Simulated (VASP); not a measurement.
# Co: single point with BLYP

Crystal: Co.

```
CELL_PARAMETERS angstrom
2.49936 0.00000 0.00000
-1.24968 2.16451 0.00000
0.00000 0.00000 8.08288
ATOMIC_POSITIONS crystal
Co 0.00000 0.00000 0.00000
Co 0.00000 0.00000 0.50000
Co 0.33333 0.66667 0.25000
Co 0.66667 0.33333 0.75000
```

```json
{
  "Program": "VASP 6.6.1",
  "Task": "single point",
  "Functional": "BLYP",
  "Potentials or basis": "VASP PAW PBE potentials, release 64 (Co)",
  "Cutoff": "520 eV",
  "k mesh": "16 × 16 × 5",
  "Occupations": "fermi-dirac, width 0.05 eV",
  "Spin": "collinear spin, ferromagnetic start",
  "Starting moments": "[1.703, 1.703, 1.72, 1.72] μB",
  "Dipole correction": "no",
  "Further INCAR settings": "ALGO = Normal; EDIFF = 1e-06; NBANDS = 30"
}
```

```
Pressure                                              : 7.6 GPa
Net moment                                            : 6.35 μB per cell
Site moments                                          : Co +1.59, +1.61 (each value once) μB
Valence electrons inside the program's atomic spheres : Co 8.29, 8.28 (each value once)
```

Stress tensor (GPa, compression positive):
```
7.27 0.00 0.00
0.00 7.27 0.00
0.00 0.00 8.26
```

Levels at points of the mesh, in eV from the Fermi level:
Spin up:
```csv
k point,band 19,band 20,band 21,band 22,band 23,band 24
"(0.00, 0.00, 0.00)",-1.47,-1.15,-1.15,-0.75,-0.75,0.09
"(0.50, 0.00, 0.00)",-0.52,-0.49,0.45,1.55,2.52,3.13
```
Spin down:
```tsv
k point	band 12	band 13	band 14	band 15	band 16	band 17
(0.00, 0.00, 0.00)	-0.87	-0.87	-0.82	-0.82	0.00	0.00
(0.50, 0.00, 0.00)	-0.15	-0.11	0.70	1.09	1.14	1.15
```

Wall time 3.4 min on 1 thread of Intel(R) Xeon(R) Platinum 8488C (Sapphire Rapids), on a shared host, peak memory 0.29 GiB.

Caveat: the cell stands under pressure; the PAW data sets were made with another functional, which shifts forces and pressure a little.
